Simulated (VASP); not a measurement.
LaB6: relaxation of cell and atoms with LDA

LaB6:

```xyz
7
Lattice="4.1570 0.0000 0.0000 0.0000 4.1570 0.0000 0.0000 0.0000 4.1570" Properties=species:S:1:pos:R:3 pbc="T T T"
La    0.0000    0.0000    0.0000
B     0.8210    2.0785    2.0785
B     2.0785    0.8210    2.0785
B     3.3360    2.0785    2.0785
B     2.0785    3.3360    2.0785
B     2.0785    2.0785    0.8210
B     2.0785    2.0785    3.3360
```

- Program: VASP 6.6.1
- Task: relaxation of cell and atoms
- Functional: LDA
- Potentials or basis: VASP PAW LDA potentials, release 64 (La, B)
- Cutoff: 600 eV
- k mesh: 8 × 8 × 8
- Occupations: fermi-dirac, width 0.1 eV
- Spin: no spin polarisation
- Dipole correction: no
- Further INCAR settings: ALGO = Normal; EDIFF = 1e-06; IBRION = 2; EDIFFG = -0.01; NSW = 80; ISIF = 3

* Relaxed volume: 9.84 Å³/atom
* Relaxed cell: a = 4.099 Å, b = 4.099 Å, c = 4.099 Å, α = 90.00°, β = 90.00°, γ = 90.00°
* Space group after relaxing (to 0.1 Å): Pm-3m (No. 221)
* Energy gained by relaxing: 13.9 meV/atom
* Ionic steps: 8
* Pressure after relaxing: 0.0 GPa
* Largest force after relaxing: 0.004 eV/Å
* Band gap on the k mesh: zero (an odd number of electrons rules out a gap without spin polarisation)

Forces on the atoms (eV/Å):
```
La   0.000  0.000  0.000
B    0.004  0.000  0.000
B    0.000  0.004  0.000
B   -0.004  0.000  0.000
B    0.000 -0.004  0.000
B    0.000  0.000  0.004
B    0.000  0.000 -0.004
```

Step by step:
| step | energy change (eV) | largest force (eV/Å) | pressure (GPa) | volume (Å³) |
| --- | --- | --- | --- | --- |
| 1 | 0.0000 | 0.7421 | -7.84 | 71.84 |
| 2 | 0.1053 | 1.9801 | 8.52 | 66.74 |
| 3 | -0.0886 | 0.2591 | -1.94 | 69.69 |
| 4 | -0.0914 | 0.2625 | 1.39 | 68.32 |
| 5 | -0.0971 | 0.0206 | -0.14 | 68.92 |
| 6 | -0.0971 | 0.0266 | -0.11 | 68.91 |
| 7 | -0.0970 | 0.0257 | 0.22 | 68.80 |
| 8 | -0.0971 | 0.0045 | 0.04 | 68.86 |

Final structure:
```yaml
crystal:
  lattice:
    - [4.09889, 0.00000, 0.00000]
    - [0.00000, 4.09889, 0.00000]
    - [0.00000, 0.00000, 4.09889]
  atoms:
    - { symbol: La, position: [0.00000, 0.00000, 0.00000] }
    - { symbol: B, position: [0.19982, 0.50000, 0.50000] }
    - { symbol: B, position: [0.50000, 0.19982, 0.50000] }
    - { symbol: B, position: [0.80018, 0.50000, 0.50000] }
    - { symbol: B, position: [0.50000, 0.80018, 0.50000] }
    - { symbol: B, position: [0.50000, 0.50000, 0.19982] }
    - { symbol: B, position: [0.50000, 0.50000, 0.80018] }
```

Levels at points of the mesh, in eV from the Fermi level:
| k point | band 10 | band 11 | band 12 | band 13 | band 14 | band 15 | band 16 | band 17 | band 18 |
| --- | --- | --- | --- | --- | --- | --- | --- | --- | --- |
| (0.00, 0.00, 0.00) | -6.84 | -6.84 | -1.83 | -1.83 | -1.83 | 0.25 | 0.25 | 0.25 | 1.66 |
| (0.50, 0.00, 0.00) | -6.27 | -3.42 | -3.42 | -3.14 | -2.52 | -1.44 | 1.54 | 1.75 | 1.75 |
| (0.50, 0.50, 0.00) | -6.23 | -4.49 | -4.49 | -2.84 | -2.84 | 1.10 | 1.10 | 2.04 | 2.08 |
| (0.50, 0.50, 0.50) | -4.63 | -4.63 | -2.34 | -2.34 | -2.34 | 1.54 | 1.84 | 1.84 | 1.86 |

Run time: 8 min on 1 thread of Oxide Virtual Turin-like Processor, on a shared host, peak memory 0.19 GiB.

Caveat: spin-orbit coupling is left out, which moves the levels of the heavy elements; an odd number of electrons without spin polarisation forces a metal; a magnetic or distorted state may lie lower. Zero-point motion and thermal expansion aren't in these numbers.
